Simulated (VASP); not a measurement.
La: single point with LDA

The system is La.

```
CELL_PARAMETERS angstrom
-2.01852 2.01852 2.01852
2.01852 -2.01852 2.01852
2.01852 2.01852 -2.01852
ATOMIC_POSITIONS crystal
La 0.00000 0.00000 0.00000
```

```yaml
Program: VASP 6.6.1
Task: single point
Functional: LDA
Potentials_or_basis: VASP PAW LDA potentials, release 64 (La)
Cutoff: 520 eV
k_mesh: 11 × 11 × 11
Occupations: methfessel-paxton, width 0.05 eV
Spin: no spin polarisation
Dipole_correction: no
Further_INCAR_settings: ALGO = Normal; EDIFF = 1e-06; NBANDS = 12
```

```json
{"Pressure": "-0.1 GPa"}
```

Levels at points of the mesh, in eV from the Fermi level:
| k point | band 3 | band 4 | band 5 | band 6 | band 7 | band 8 |
| --- | --- | --- | --- | --- | --- | --- |
| (0.00, 0.00, 0.00) | -15.30 | -15.30 | -3.04 | 1.50 | 1.50 | 1.50 |

It took 18 s on 1 thread of Intel(R) Xeon(R) Platinum 8259CL CPU @ 2.50GHz (Skylake/Cascade Lake), on a shared host, peak memory 0.17 GiB.

Caveat: spin-orbit coupling is left out, which moves the levels of the heavy elements.
